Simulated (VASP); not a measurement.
# SiO2: single point with PBE0

Crystal: SiO2.

```
CELL_PARAMETERS angstrom
2.82540 0.00000 0.00000
0.00000 2.82540 0.00000
0.00000 0.00000 8.18865
ATOMIC_POSITIONS crystal
Si 0.00000 0.00000 0.00000
Si 0.50000 0.50000 0.50000
O 0.00000 0.50000 0.39795
O 0.00000 0.50000 0.89795
O 0.50000 0.00000 0.60205
O 0.50000 0.00000 0.10205
```

```
Program             : VASP 6.6.1
Task                : single point
Functional          : PBE0
Potentials or basis : VASP PAW PBE potentials, release 64 (Si, O)
Cutoff              : 520 eV
k mesh              : 6 × 6 × 2
Occupations         : gaussian, width 0.01 eV
Spin                : no spin polarisation
```

```yaml
Pressure: 0.0 GPa
Largest_force: 0.133 eV/Å
Band_gap_on_the_k_mesh: 7.93 eV (least direct gap 8.25 eV)
```

Forces on the atoms (eV/Å):
```
Si   0.000  0.000  0.000
Si   0.000  0.000  0.000
O    0.000  0.000  0.133
O    0.000  0.000  0.133
O    0.000  0.000 -0.133
O    0.000  0.000 -0.133
```

Stress tensor (GPa, compression positive):
```
-0.10  0.00  0.00
 0.00 -0.10  0.00
 0.00  0.00  0.19
```

Levels at points of the mesh, in eV from the valence-band top:
| k point | band 12 | band 13 | band 14 | band 15 | band 16 | band 17 | band 18 | band 19 | band 20 | band 21 |
| --- | --- | --- | --- | --- | --- | --- | --- | --- | --- | --- |
| (0.00, 0.00, 0.00) | -1.46 | -0.54 | -0.54 | -0.32 | -0.32 | 7.93 | 9.42 | 9.55 | 10.30 | 15.85 |
| (0.50, 0.00, 0.00) | -1.91 | -0.60 | -0.60 | -0.33 | -0.33 | 11.13 | 11.13 | 13.42 | 13.42 | 15.03 |
| (0.50, 0.50, 0.00) | -2.52 | -2.17 | -2.17 | -0.70 | -0.70 | 10.07 | 10.07 | 11.56 | 11.56 | 16.28 |
| (0.00, 0.00, 0.50) | -2.02 | -0.52 | -0.52 | -0.34 | -0.34 | 8.68 | 8.68 | 9.85 | 9.85 | 15.61 |
| (0.50, 0.00, 0.50) | -1.78 | -0.69 | -0.69 | -0.33 | -0.33 | 11.17 | 11.17 | 13.63 | 13.63 | 14.39 |
| (0.50, 0.50, 0.50) | -2.35 | -2.35 | -2.35 | -0.71 | -0.71 | 10.77 | 10.77 | 10.77 | 10.77 | 16.46 |

Run time: 13 min on 1 thread of Intel(R) Xeon(R) Platinum 8488C (Sapphire Rapids) (shared host), peak memory 0.2 GiB.

Caveat: the PAW data sets were made with another functional, which shifts forces and pressure a little. A k mesh can miss the band edges.
